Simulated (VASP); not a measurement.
BeS, 2 atoms in the cell. It takes space group F-43m (No. 216, cubic). The conventional cell has a = 4.796 Å, b = 4.796 Å, c = 4.796 Å, α = 90.00°, β = 90.00°, γ = 90.00°. Be (site symmetry -43m) has 4 S at 2.08 Å within 2.7 Å. S (site symmetry -43m) has 4 Be at 2.08 Å within 2.7 Å. 

| Item | Value |
| --- | --- |
| Program | VASP 6.6.1 |
| Task | relaxation of cell and atoms |
| Functional | LDA |
| Potentials or basis | VASP PAW LDA potentials, release 64 (Be, S) |
| Cutoff | 600 eV |
| k mesh | 10 × 10 × 10 |
| Occupations | gaussian, width 0.01 eV |
| Spin | no spin polarisation |
| Target pressure | 1 GPa |
| Dipole correction | no |
| Further INCAR settings | ALGO = Normal; EDIFF = 1e-07; IBRION = 2; EDIFFG = -0.002; NSW = 100; ISIF = 3 |

Potentials or basis: VASP PAW LDA potentials, release 64 (Be, S).

The run is started by

```console
$ cat potpaw_LDA.64/Be/POTCAR potpaw_LDA.64/S/POTCAR > POTCAR
$ mpirun -np 1 vasp_std > vasp.out
```

Hardware: 1 thread of Intel Xeon 8259CL, with other jobs on the host.

Estimate the wall time of this run.

Run time: 34 s on 1 thread of Intel Xeon 8259CL, with other jobs on the host, peak memory 0.14 GiB. Counts: scf iterations 25, k points 47, ion steps 3.
